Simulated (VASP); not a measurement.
# BAs (F-43m) in VASP: a series of runs, part 2 of 3

VASP 6.6.1. Earlier steps stand in the parts before.

## (3) Single point, PBE exchange alone

This run uses another cell than the first one, of 14.17 Å³/atom, 1.020 times its volume.

INCAR reads:

```
SYSTEM = BAs
  PREC = Accurate
  ENCUT = 520
  EDIFF = 1E-7
  ISMEAR = -1
  SIGMA = 0.05
  LREAL = .FALSE.
  LASPH = .TRUE.
  NELM = 60
  ALGO = Normal
  ISIF = 2
  LWAVE = .FALSE.
  LCHARG = .FALSE.
  GGA = PE
  ALDAC = 0.0
  AGGAC = 0.0
  NBANDS = 11
```

KPOINTS reads:

```
regular mesh
0
G
  10 10 10
  0 0 0
```

POSCAR reads:

```
BAs
1.0
    0.0000000000      2.4199312360      2.4199312360
    2.4199312360      0.0000000000      2.4199312360
    2.4199312360      2.4199312360      0.0000000000
As B
1 1
Direct
    0.7500000000      0.7500000000      0.7500000000
    0.0000000000      0.0000000000      0.0000000000
```

Potentials or basis: VASP PAW PBE potentials, release 64 (As, B).

On the command line:

```
$ cat potpaw_PBE.64/As/POTCAR potpaw_PBE.64/B/POTCAR > POTCAR
$ mpirun -np 1 vasp_std > vasp.out
```

OUTCAR:

```text
SYSTEM = BAs
   PREC = Accurate
   ENCUT = 520
   EDIFF = 1E-7
   ISMEAR = -1
   LREAL = .FALSE.
   LASPH = .TRUE.
   NELM = 60
   ISIF = 2
   GGA = PE

 ion  position               nearest neighbor table
   1  0.750  0.750  0.750-   2 2.10   2 2.10   2 2.10   2 2.10
   2  0.000  0.000  0.000-   1 2.10   1 2.10   1 2.10   1 2.10

  LATTYP: Found a face centered cubic cell.
 ALAT       =     4.8398624720

  Lattice vectors:

 A1 = (   0.0000000000,   2.4199312360,   2.4199312360)
 A2 = (   2.4199312360,   0.0000000000,   2.4199312360)
 A3 = (   2.4199312360,   2.4199312360,   0.0000000000)

Analysis of symmetry for initial positions (statically):
=====================================================================
 Subroutine PRICEL returns:
 Original cell was already a primitive cell.

 Routine SETGRP: Setting up the symmetry group for a
 face centered cubic supercell.

 Subroutine GETGRP returns: Found 24 space group operations
 (whereof 24 operations were pure point group operations)
 out of a pool of 48 trial point group operations.

The static configuration has the point symmetry T_d .

Analysis of symmetry for dynamics (positions and initial velocities):
=====================================================================
 Subroutine PRICEL returns:
 Original cell was already a primitive cell.

 Routine SETGRP: Setting up the symmetry group for a
 face centered cubic supercell.

 Subroutine GETGRP returns: Found 24 space group operations
 (whereof 24 operations were pure point group operations)
 out of a pool of 48 trial point group operations.

The dynamic configuration has the point symmetry T_d .

 Subroutine INISYM returns: Found 24 space group operations
 (whereof 24 operations are pure point group operations),
 and found     1 'primitive' translations

----------------------------------------------------------------------------------------

                                     Primitive cell

  volume of cell :      28.3426

  direct lattice vectors                    reciprocal lattice vectors
     0.000000000  2.419931236  2.419931236    -0.206617441  0.206617441  0.206617441
     2.419931236  0.000000000  2.419931236     0.206617441 -0.206617441  0.206617441
     2.419931236  2.419931236  0.000000000     0.206617441  0.206617441 -0.206617441

  length of vectors
     3.422299574  3.422299574  3.422299574     0.357871906  0.357871906  0.357871906

  position of ions in fractional coordinates (direct lattice)
     0.750000000  0.750000000  0.750000000
     0.000000000  0.000000000  0.000000000

  ion indices of the primitive-cell ions
   primitive index   ion index
                 1           1
                 2           2

----------------------------------------------------------------------------------------

 KPOINTS: regular mesh

Automatic generation of k-mesh.
 Grid dimensions read from file:
 generate k-points for:   10   10   10

 Generating k-lattice:

  Cartesian coordinates                     Fractional coordinates (reciprocal lattice)
    -0.020661744  0.020661744  0.020661744     0.100000000  0.000000000  0.000000000
     0.020661744 -0.020661744  0.020661744     0.000000000  0.100000000  0.000000000
     0.020661744  0.020661744 -0.020661744     0.000000000  0.000000000  0.100000000

  Length of vectors
     0.035787191  0.035787191  0.035787191

  Shift w.r.t. Gamma in fractional coordinates (k-lattice)
     0.000000000  0.000000000  0.000000000

 Subroutine IBZKPT returns following result:
 ===========================================

 Found     47 irreducible k-points:

 Following reciprocal coordinates:
            Coordinates               Weight
  0.000000  0.000000  0.000000      1.000000
  0.100000  0.000000  0.000000      8.000000
  0.200000  0.000000  0.000000      8.000000
  0.300000  0.000000  0.000000      8.000000
  0.400000  0.000000  0.000000      8.000000
  0.500000  0.000000  0.000000      4.000000
[... 16 lines left out ...]
  0.300000  0.300000  0.000000      6.000000
  0.400000  0.300000  0.000000     24.000000
 [... further k-points ...]
   k-points           NKPTS =     47   k-points in BZ     NKDIM =     47   number of bands    NBANDS=     11
   number of dos      NEDOS =    301   number of ions     NIONS =      2
   total plane-waves  NPLWV =  21952
   dimension x,y,z NGX =    28 NGY =   28 NGZ =   28
   dimension x,y,z NGXF=    56 NGYF=   56 NGZF=   56
   ions per type =               1   1
   NGX,Y,Z   is equivalent  to a cutoff of  13.60, 13.60, 13.60 a.u.
   NGXF,Y,Z  is equivalent  to a cutoff of  27.20, 27.20, 27.20 a.u.
 SYSTEM =  BAs
   PREC   = accura    normal or accurate (medium, high low for compatibility)
   ISTART =      0    job   : 0-new  1-cont  2-samecut
   ICHARG =      2    charge: 1-file 2-atom 10-const
   ISPIN  =      1    spin polarized calculation?
   LNONCOLLINEAR =      F non collinear calculations
   LSORBIT =      F    spin-orbit coupling
   LASPH  =      T    aspherical Exc in radial PAW
   ENCUT  =  520.0 eV  38.22 Ry    6.18 a.u.   6.36  6.36  6.36*2*pi/ulx,y,z
   NELM   =     60;   NELMIN=  2; NELMDL= -5     # of ELM steps
   EDIFF  = 0.1E-06   stopping-criterion for ELM
   LREAL  =      F    real-space projection
   EDIFFG = 0.1E-05   stopping-criterion for IOM
   NSW    =      0    number of steps for IOM
   IBRION =     -1    ionic relax: 0-MD 1-quasi-New 2-CG
   NFREE  =      0    steps in history (QN), initial steepest desc. (CG)
   ISIF   =      2    stress and relaxation
   ISYM   =      2    0-nonsym 1-usesym 2-fastsym
   POTIM  = 0.5000    time-step for ionic-motion
   TEBEG  =    0.0;   TEEND  =   0.0 temperature during run
   PSTRESS=    0.0 pullay stress
   NELECT =       8.0000    total number of electrons
   NUPDOWN=      -1.0000    fix difference up-down
   EMIN   =  10.00;   EMAX   =-10.00  energy-range for DOS
   EFERMI =   0.00;   METHOD = LEGACY
   ISMEAR =    -1;   SIGMA  =   0.05  broadening in eV -4-tet -1-fermi 0-gaus
   EFERMI_NEDOS =   21; number of points for ismear=-14 and -15
   IALGO  =     38    algorithm
   IMIX   =      4    mixing-type and parameters
     AMIX     =   0.40;   BMIX     =  1.00
     AMIX_MAG =   1.60;   BMIX_MAG =  1.00
  volume/ion in A,a.u.               =      14.17        95.63
  Fermi-wavevector in a.u.,A,eV,Ry     =   1.073887  2.029352 15.690683  1.153233
  Thomas-Fermi vector in A             =   2.209699
   LORBIT       =      0    0 simple, 1 ext, 2 COOP (PROOUT), +10 PAW based schemes
   GGA     = PE    functional components
   LHFCALC =     F    Hartree Fock is set to
   AEXX    =    0.0000 exact exchange contribution
   IVDW    =     0    specifies the selected vdW correction
   LEPSILON=     F    determine dielectric tensor
   LRPA    =     F    only Hartree local field effects (RPA)
 non-spin polarized calculation
  energy-cutoff  :      520.00
  volume of cell :       28.34
 maximum number of plane-waves:       785
 NGX is ok and might be reduce to    28
   NGX = 13   NGY = 13   NGZ = 13

 number of electron       8.0000000 magnetization

 Free energy of the ion-electron system (eV)
  ---------------------------------------------------
  ext. energy  EPLUGINS =         0.00000000
  ---------------------------------------------------
  free energy    TOTEN  =        -8.29598159 eV

  energy without entropy =       -8.29598158  energy(sigma->0) =       -8.29598159

 E-fermi :   7.8915     XC(G=0):  -8.6919

 val. band max:        7.1900533051   @ k =   0.0000   0.0000   0.0000
 cond. band min:       8.6279731355   @ k =   0.4000   0.4000   0.0000
 fundamental gap:      1.4379198304
 Fermi energy:         7.8914777736

 k-point     1 :       0.0000    0.0000    0.0000
  band No.  band energies     occupation
      1      -7.7753      2.00000
      2       7.1901      2.00000
      3       7.1901      2.00000
      4       7.1901      2.00000
      5      10.4913      0.00000
      6      10.4913      0.00000
      7      10.4913      0.00000
      8      11.4037      0.00000
      9      17.0494      0.00000
     10      20.1600      0.00000
     11      20.1600      0.00000
[... 309 lines left out ...]
 k-point    24 :       0.4000    0.3000    0.0000
  band No.  band energies     occupation
      1      -5.2676      2.00000
      2       0.8816      2.00000
      3       3.4486      2.00000
      4       3.8952      2.00000
      5       9.1048      0.00000
      6      10.7891      0.00000
      7      15.7921      0.00000
      8      16.0242      0.00000
      9      18.9777      0.00000
     10      22.7682      0.00000
     11      22.9757      0.00000

 [... further k-points ...]
[... 5 lines left out ...]
  --------------------------------------------------------------------------------------
  -------------------------------------------------------------------------------------
  Total        2.1170417      2.1170417      2.1170417      0.0000000      0.0000000     -0.0000000
  in kB      119.6743051    119.6743051    119.6743051      0.0000000      0.0000000     -0.0000000
  external PRESSURE =     119.6743051 kB  Pullay stress =       0.0000000 kB

 VOLUME and BASIS-vectors are now :
 -----------------------------------------------------------------------------
  energy-cutoff  :      520.00
  volume of cell :       28.34
      direct lattice vectors                 reciprocal lattice vectors
     0.000000000  2.419931236  2.419931236    -0.206617441  0.206617441  0.206617441
     2.419931236  0.000000000  2.419931236     0.206617441 -0.206617441  0.206617441
     2.419931236  2.419931236  0.000000000     0.206617441  0.206617441 -0.206617441

 POSITION                                       TOTAL-FORCE (eV/Angst)
 -----------------------------------------------------------------------------------
      3.62990      3.62990      3.62990         0.000000      0.000000     -0.000000
      0.00000      0.00000      0.00000         0.000000     -0.000000      0.000000
 -----------------------------------------------------------------------------------
    total drift:                                0.000000      0.000000      0.000000

  FREE ENERGIE OF THE ION-ELECTRON SYSTEM (eV)
  ---------------------------------------------------
  free  energy   TOTEN  =        -8.2959815889 eV

  energy  without entropy=       -8.2959815812  energy(sigma->0) =       -8.29598159
```

OSZICAR:

```text
N       E                     dE             d eps       ncg     rms          rms(c)
DAV:   1     0.156982915614E+02    0.15698E+02   -0.38526E+03  1034   0.646E+02
DAV:   2    -0.818457751157E+01   -0.23883E+02   -0.22685E+02  1409   0.103E+02
DAV:   3    -0.893254217053E+01   -0.74796E+00   -0.74631E+00  1268   0.171E+01
DAV:   4    -0.893511208573E+01   -0.25699E-02   -0.25698E-02  1155   0.111E+00
DAV:   5    -0.893511647995E+01   -0.43942E-05   -0.43940E-05  1228   0.500E-02    0.483E+00
DAV:   6    -0.834267421866E+01    0.59244E+00   -0.19197E+00  1088   0.559E+00    0.228E+00
DAV:   7    -0.829907114903E+01    0.43603E-01   -0.17775E-01  1199   0.221E+00    0.102E+00
DAV:   8    -0.829533331460E+01    0.37378E-02   -0.31495E-02  1180   0.105E+00    0.114E-01
DAV:   9    -0.829574180484E+01   -0.40849E-03   -0.95823E-04  1168   0.186E-01    0.732E-02
DAV:  10    -0.829597431591E+01   -0.23251E-03   -0.30792E-04  1066   0.129E-01    0.173E-02
DAV:  11    -0.829598141988E+01   -0.71040E-05   -0.74739E-06  1254   0.213E-02    0.141E-02
DAV:  12    -0.829598149968E+01   -0.79806E-07   -0.38168E-06  1079   0.116E-02    0.380E-03
DAV:  13    -0.829598158892E+01   -0.89232E-07   -0.11984E-07  1236   0.241E-03
   1 F= -.82959816E+01 E0= -.82959816E+01  d E =-.774388E-08
```

It took 40 s on 1 thread of AMD EPYC 7R13, shared host; peak memory 0.13 GiB.

What came out:

```yaml
Free_energy: -8.2960 eV
Pressure: 12.0 GPa
Band_gap_on_the_k_mesh: 1.44 eV, indirect (least direct gap 3.30 eV)
```

Levels at points of the mesh, in eV from the valence-band top:
| k point | band 1 | band 2 | band 3 | band 4 | band 5 | band 6 | band 7 | band 8 | band 9 |
| --- | --- | --- | --- | --- | --- | --- | --- | --- | --- |
| (0.00, 0.00, 0.00) | -14.97 | 0.00 | 0.00 | 0.00 | 3.30 | 3.30 | 3.30 | 4.21 | 9.86 |
| (0.50, 0.00, 0.00) | -12.28 | -8.38 | -1.74 | -1.74 | 2.57 | 4.85 | 4.85 | 9.05 | 12.70 |
| (0.50, 0.50, 0.00) | -11.04 | -8.23 | -3.86 | -3.86 | 1.71 | 1.73 | 10.97 | 10.97 | 12.60 |

A k mesh can miss the band edges.

## (4) Single point, LDA

This run uses another cell than the first one, of 14.44 Å³/atom, 1.039 times its volume.

INCAR reads:

```
SYSTEM = BAs
PREC     = Accurate       ! precision mode
ENCUT    = 520            ! plane-wave cutoff, eV
EDIFF    = 1E-6           ! SCF threshold, eV
ISMEAR   = -1             ! smearing method
SIGMA    = 0.05           ! smearing width, eV
LREAL    = .False.        ! projectors in reciprocal space
LASPH    = .True.         ! aspherical terms in the spheres
NELM     = 60             ! most SCF steps
ALGO     = Normal         ! electronic algorithm
ISIF     = 2              ! what is computed and relaxed
LWAVE    = .False.        ! write WAVECAR
LCHARG   = .False.        ! write CHGCAR
GGA      = CA             ! functional
NBANDS   = 11             ! bands
```

KPOINTS reads:

```
regular mesh
0
Gamma
  10 10 10
  0 0 0
```

POSCAR reads:

```
BAs
1.0
    0.0000000000      2.4353452264      2.4353452264
    2.4353452264      0.0000000000      2.4353452264
    2.4353452264      2.4353452264      0.0000000000
As B
1 1
Direct
    0.7500000000      0.7500000000      0.7500000000
    0.0000000000      0.0000000000      0.0000000000
```

Potentials or basis: VASP PAW LDA potentials, release 64 (As, B).

On the command line:

```
$ cat potpaw_LDA.64/As/POTCAR potpaw_LDA.64/B/POTCAR > POTCAR
$ mpirun -np 1 vasp_std > vasp.out
```

OUTCAR:

```text
SYSTEM = BAs
   PREC = Accurate
   ENCUT = 520
   EDIFF = 1E-6
   ISMEAR = -1
   LREAL = .False.
   LASPH = .True.
   NELM = 60
   ISIF = 2
   GGA = CA

 ion  position               nearest neighbor table
   1  0.750  0.750  0.750-   2 2.11   2 2.11   2 2.11   2 2.11
   2  0.000  0.000  0.000-   1 2.11   1 2.11   1 2.11   1 2.11

  LATTYP: Found a face centered cubic cell.
 ALAT       =     4.8706904528

  Lattice vectors:

 A1 = (   0.0000000000,   2.4353452264,   2.4353452264)
 A2 = (   2.4353452264,   0.0000000000,   2.4353452264)
 A3 = (   2.4353452264,   2.4353452264,   0.0000000000)

Analysis of symmetry for initial positions (statically):
=====================================================================
 Subroutine PRICEL returns:
 Original cell was already a primitive cell.

 Routine SETGRP: Setting up the symmetry group for a
 face centered cubic supercell.

 Subroutine GETGRP returns: Found 24 space group operations
 (whereof 24 operations were pure point group operations)
 out of a pool of 48 trial point group operations.

The static configuration has the point symmetry T_d .

Analysis of symmetry for dynamics (positions and initial velocities):
[... 164 lines left out ...]
 Fermi energy:         6.0842025100

 k-point     1 :       0.0000    0.0000    0.0000
  band No.  band energies     occupation
      1      -9.3472      2.00000
      2       5.5157      1.99998
      3       5.5157      1.99998
      4       5.5157      1.99998
      5       8.6923      0.00000
      6       8.6923      0.00000
      7       8.6923      0.00000
      8       9.4792      0.00000
      9      14.5895      0.00000
     10      18.3103      0.00000
     11      18.3103      0.00000
[... 309 lines left out ...]
 k-point    24 :       0.4000    0.3000    0.0000
  band No.  band energies     occupation
      1      -6.8762      2.00000
      2      -0.7285      2.00000
      3       1.7746      2.00000
      4       2.2389      2.00000
      5       7.1821      0.00000
      6       8.8177      0.00000
      7      13.8651      0.00000
      8      14.1251      0.00000
      9      16.9133      0.00000
     10      20.4110      0.00000
     11      21.0409      0.00000

 [... further k-points ...]
[... 5 lines left out ...]
  --------------------------------------------------------------------------------------
  -------------------------------------------------------------------------------------
  Total       -1.8070746     -1.8070746     -1.8070746      0.0000000     -0.0000000      0.0000000
  in kB     -100.2247719   -100.2247719   -100.2247719      0.0000000     -0.0000000      0.0000000
  external PRESSURE =    -100.2247719 kB  Pullay stress =       0.0000000 kB

 VOLUME and BASIS-vectors are now :
 -----------------------------------------------------------------------------
  energy-cutoff  :      520.00
  volume of cell :       28.89
      direct lattice vectors                 reciprocal lattice vectors
     0.000000000  2.435345226  2.435345226    -0.205309701  0.205309701  0.205309701
     2.435345226  0.000000000  2.435345226     0.205309701 -0.205309701  0.205309701
     2.435345226  2.435345226  0.000000000     0.205309701  0.205309701 -0.205309701

 POSITION                                       TOTAL-FORCE (eV/Angst)
 -----------------------------------------------------------------------------------
      3.65302      3.65302      3.65302         0.000000     -0.000000      0.000000
      0.00000      0.00000      0.00000        -0.000000      0.000000     -0.000000
 -----------------------------------------------------------------------------------
    total drift:                                0.000000      0.000000      0.000000

  FREE ENERGIE OF THE ION-ELECTRON SYSTEM (eV)
  ---------------------------------------------------
  free  energy   TOTEN  =       -12.8525155142 eV

  energy  without entropy=      -12.8525154224  energy(sigma->0) =      -12.85251547
```

stdout:

```text
POSCAR found type information on POSCAR AsB
 POSCAR found :  2 types and       2 ions
 scaLAPACK will be used
 LDA part: xc-table for (Slater(with rela. corr.)+CA(PZ))
 , standard interpolation
 POSCAR, INCAR and KPOINTS ok, starting setup
 FFT: planning ... GRIDC
 FFT: planning ... GRID_SOFT
 FFT: planning ... GRID
 WAVECAR not read
 entering main loop
```

Wall time 33 s (1 thread of AMD EPYC 7R13, shared host); peak memory 0.12 GiB.

What came out:

```
Free energy            : -12.8525 eV
Pressure               : -10.0 GPa
Band gap on the k mesh : 1.17 eV, indirect (least direct gap 3.18 eV)
```

Levels at points of the mesh, in eV from the valence-band top:
```tsv
k point	band 2	band 3	band 4	band 5	band 6	band 7
(0.00, 0.00, 0.00)	0.00	0.00	0.00	3.18	3.18	3.18
(0.50, 0.00, 0.00)	-8.34	-1.72	-1.72	2.35	4.67	4.67
(0.50, 0.50, 0.00)	-8.11	-3.84	-3.84	1.38	1.47	10.69
```

(Continued in part 3 of 3.)
